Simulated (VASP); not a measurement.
Input of a VASP 6.6.1 run:

INCAR

```
SYSTEM = FeGe
  PREC = Accurate
  ENCUT = 520
  EDIFF = 1E-6
  ISMEAR = 0
  SIGMA = 0.1
  LREAL = .False.
  LASPH = .True.
  NELM = 150
  ALGO = Normal
  ISIF = 2
  LWAVE = .False.
  LCHARG = .False.
  ISPIN = 2
  MAGMOM = 4 0
  LORBIT = 11
  LMAXMIX = 4
  GGA = PE
  NBANDS = 22
```

Contents of KPOINTS:

```
regular mesh
0
Gamma
  6 6 4
  0 0 0
```

Contents of POSCAR:

```
FeGe
1.0
    2.9745153121      0.0000000000      0.0000000000
   -1.4872576560      2.5760058242      0.0000000000
    0.0000000000      0.0000000000      3.5411323147
Fe Ge
1 1
Direct
    0.0000000000      0.0000000000      0.0000000000
    0.3333333333      0.6666666667      0.5000000000
```

Potentials or basis: VASP PAW PBE potentials, release 64 (Fe, Ge_d).

Launch:

```console
$ cat potpaw_PBE.64/Fe/POTCAR potpaw_PBE.64/Ge_d/POTCAR > POTCAR
$ mpirun -np 1 vasp_std > vasp.out
```

**Question.** What does it give for the pressure?

**Answer.** -0.1 GPa.

**Question.** Estimate the net moment.

**Answer.** 1.75 μB per cell.

**Question.** Estimate the site moments.

**Answer.** Fe +1.85; Ge -0.06 μB.

Caveat: the k points lie up to 0.44 Å⁻¹ apart.
